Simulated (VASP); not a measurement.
A run of VASP 6.6.1 is set up as follows.

INCAR

```
SYSTEM = Re3I
PREC     = Accurate       ! precision mode
ENCUT    = 600            ! plane-wave cutoff, eV
EDIFF    = 1E-6           ! SCF threshold, eV
ISMEAR   = 0              ! smearing method
SIGMA    = 0.1            ! smearing width, eV
LREAL    = .FALSE.        ! projectors in reciprocal space
LASPH    = .TRUE.         ! aspherical terms in the spheres
NELM     = 150            ! most SCF steps
ALGO     = Normal         ! electronic algorithm
ISIF     = 3              ! what is computed and relaxed
LWAVE    = .FALSE.        ! write WAVECAR
LCHARG   = .FALSE.        ! write CHGCAR
ISPIN    = 2              ! spin polarisation
MAGMOM   = 0.82 0.82 0.82 0 ! initial moments
LORBIT   = 11             ! projections on sites
LMAXMIX  = 4              ! l up to which the mixer works
GGA      = PE             ! functional
IBRION   = 2              ! ionic algorithm
NSW      = 90             ! ionic steps
EDIFFG   = -0.04          ! ionic threshold
```

File KPOINTS:

```
Automatic mesh
0
G
  4 4 4
  0 0 0
```

Contents of POSCAR:

```
Re3I
1.0
    4.3731807516      0.0000000000      0.0000000000
    0.0000000000      4.3731807516      0.0000000000
    0.0000000000      0.0000000000      4.3731807516
Re I
3 1
Direct
    0.0000000000      0.5000000000      0.5000000000
    0.5000000000      0.0000000000      0.5000000000
    0.5000000000      0.5000000000      0.0000000000
    0.0000000000      0.0000000000      0.0000000000
```

Potentials or basis: VASP PAW PBE potentials, release 64 (Re, I).

Run with:

```bash
$ cat potpaw_PBE.64/Re/POTCAR potpaw_PBE.64/I/POTCAR > POTCAR
$ mpirun -np 1 vasp_std > vasp.out
```

Question: Estimate the net moment.

Answer: 0.00 μB per cell.

Question: Predict the band gap on the k mesh.

Answer: Zero (filled and empty bands overlap).

Final structure:
```
Re I
1.0
     4.07510    0.00000    0.00000
     0.00000    4.07510    0.00000
     0.00000    0.00000    4.07510
Re I
3 1
Direct
  0.00000 0.50000 0.50000
  0.50000 0.00000 0.50000
  0.50000 0.50000 0.00000
  0.00000 0.00000 0.00000
```

Caveat: spin-orbit coupling is left out, which moves the levels of the heavy elements.
